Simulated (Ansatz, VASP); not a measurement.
# Mg3BiSb in VASP and in Ansatz

Contents of INCAR:

```
SYSTEM = Mg3BiSb
  PREC = Accurate
  ENCUT = 520
  EDIFF = 1E-6
  ISMEAR = 0
  SIGMA = 0.1
  LREAL = Auto
  LASPH = .True.
  NELM = 60
  ALGO = Normal
  ISIF = 2
  LWAVE = .False.
  LCHARG = .False.
  GGA = PS
  NBANDS = 52
```

Contents of KPOINTS:

```
Automatic mesh
0
Gamma
  4 3 3
  0 0 0
```

The input POSCAR:

```
Mg3BiSb
1.0
    0.0000000000      0.0000000000      7.3070074100
    6.9327805000      4.0026426900      0.0000000000
   -6.9327805000      4.0026426900      0.0000000000
Mg Bi Sb
9 3 3
Direct
    0.6300000000      0.3333333300      0.3333333300
    0.6300000000      0.6666666700      0.0000000000
    0.6300000000      0.0000000000      0.6666666700
    0.3700000000      0.3333333300      1.0000000000
    0.3700000000      0.6666666700      0.6666666700
    0.3700000000      0.0000000000      0.3333333300
    0.0000000000      0.0000000000      0.0000000000
    0.0000000000      0.3333333300      0.6666666700
    0.0000000000      0.6666666700      0.3333333300
    0.2350000000      0.3333333300      0.3333333300
    0.2350000000      0.6666666700      0.0000000000
    0.7650000000      0.3333333300      1.0000000000
    0.2350000000      0.0000000000      0.6666666700
    0.7650000000      0.6666666700      0.6666666700
    0.7650000000      0.0000000000      0.3333333300
```

Input for Ansatz:

```yaml
crystal:
  lattice:
    - [0.0, 0.0, 7.30700741]
    - [6.9327805, 4.00264269, 0.0]
    - [-6.9327805, 4.00264269, 0.0]
  atoms:
    - { symbol: Mg, position: [0.63, 0.33333333, 0.33333333] }
    - { symbol: Mg, position: [0.63, 0.66666667, 0.0] }
    - { symbol: Mg, position: [0.63, 0.0, 0.66666667] }
    - { symbol: Mg, position: [0.37, 0.33333333, 1.0] }
    - { symbol: Mg, position: [0.37, 0.66666667, 0.66666667] }
    - { symbol: Mg, position: [0.37, 0.0, 0.33333333] }
    - { symbol: Mg, position: [0.0, 0.0, 0.0] }
    - { symbol: Mg, position: [0.0, 0.33333333, 0.66666667] }
    - { symbol: Mg, position: [0.0, 0.66666667, 0.33333333] }
    - { symbol: Bi, position: [0.235, 0.33333333, 0.33333333] }
    - { symbol: Bi, position: [0.235, 0.66666667, 0.0] }
    - { symbol: Sb, position: [0.235, 0.0, 0.66666667] }
    - { symbol: Bi, position: [0.765, 0.33333333, 1.0] }
    - { symbol: Sb, position: [0.765, 0.66666667, 0.66666667] }
    - { symbol: Sb, position: [0.765, 0.0, 0.33333333] }
basis:
  ecutwfc: 420
kpoints:
  mp_grid: { grid: [4, 3, 3] }
hamiltonian:
  xc: pbesol
scf:
  occupations: { method: gaussian, width: 0.1 }
output:
  forces: true
  stress: true
  eigenvalues: true
```

Alike in both runs: task single point; functional PBEsol; k mesh 4 × 3 × 3; occupations gaussian, width 0.1 eV; no spin polarisation.

```csv
,VASP,Ansatz
version,VASP 6.6.1,Ansatz 0.2.0
potentials or method,"VASP PAW PBE potentials, release 64 (Mg, Bi_d, Sb), cutoff 520 eV","scalar-relativistic, plane waves, PAW"
valence electrons in the cell,78,180
```

Ansatz gave:

- gap on the k mesh at the Fermi level (eV): 0.20
- least direct gap on the mesh (eV): 0.20
- pressure (GPa): -0.1
- rms of the force components (eV/Å): 0.232

Task: Estimate VASP's values.

Result: gap on the k mesh at the Fermi level (eV): 0.19; least direct gap on the mesh (eV): 0.19; pressure (GPa): -0.1; rms of the force components (eV/Å): 0.230.

VASP's potentials were made for PBE, not for PBEsol. VASP's potentials hold 78 valence electrons a cell and Ansatz's 180, so a difference there can come from the potentials and not from the codes.

Spin-orbit coupling is off throughout.
